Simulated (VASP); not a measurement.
Here is a VASP 6.6.1 calculation.

File INCAR:

```
PREC     = Accurate       # precision mode
ENCUT    = 520            # plane-wave cutoff, eV
EDIFF    = 1E-6           # SCF threshold, eV
ISMEAR   = 0              # smearing method
SIGMA    = 0.1            # smearing width, eV
LREAL    = False          # projectors in reciprocal space
LASPH    = True           # aspherical terms in the spheres
NELM     = 60             # most SCF steps
ALGO     = Normal         # electronic algorithm
ISIF     = 2              # what is computed and relaxed
LWAVE    = False          # write WAVECAR
LCHARG   = True           # write CHGCAR
GGA      = PE             # functional
LELF     = True           # ELF
LVHAR    = True         
NBANDS   = 31             # bands
```

The input KPOINTS:

```
regular mesh
0
Gamma
  6 6 4
```

The input POSCAR:

```
Zr3SiO
1.0
    3.0639450906      0.0000000000      0.0000000000
    0.0000000000      3.0639450906      0.0000000000
    0.0000000000      0.0000000000     10.1591562036
Zr Si O
3 1 1
Direct
    0.0000000000      0.0000000000      0.0000000000
    0.0000000000      0.0000000000      0.3243180869
    0.0000000000      0.0000000000      0.6756819131
    0.5000000000      0.5000000000      0.5000000000
    0.5000000000      0.5000000000      0.0000000000
```

Potentials or basis: VASP PAW PBE potentials, release 64 (Zr_sv, Si, O).

Launch:

```bash
$ cat potpaw_PBE.64/Zr_sv/POTCAR potpaw_PBE.64/Si/POTCAR potpaw_PBE.64/O/POTCAR > POTCAR
$ mpirun -np 1 vasp_std > vasp.out
```

**Question.** What does it give for the largest force?

**Answer.** 0.013 eV/Å.

**Question.** Estimate the band gap on the k mesh.

**Answer.** Zero (bands 23 and 24 overlap by 0.65 eV).

**Question.** What does it give for the pressure?

**Answer.** -0.2 GPa.

Forces on the atoms (eV/Å):
```
Zr   0.000  0.000  0.000
Zr   0.000  0.000 -0.013
Zr   0.000  0.000  0.013
Si   0.000  0.000  0.000
O    0.000  0.000  0.000
```
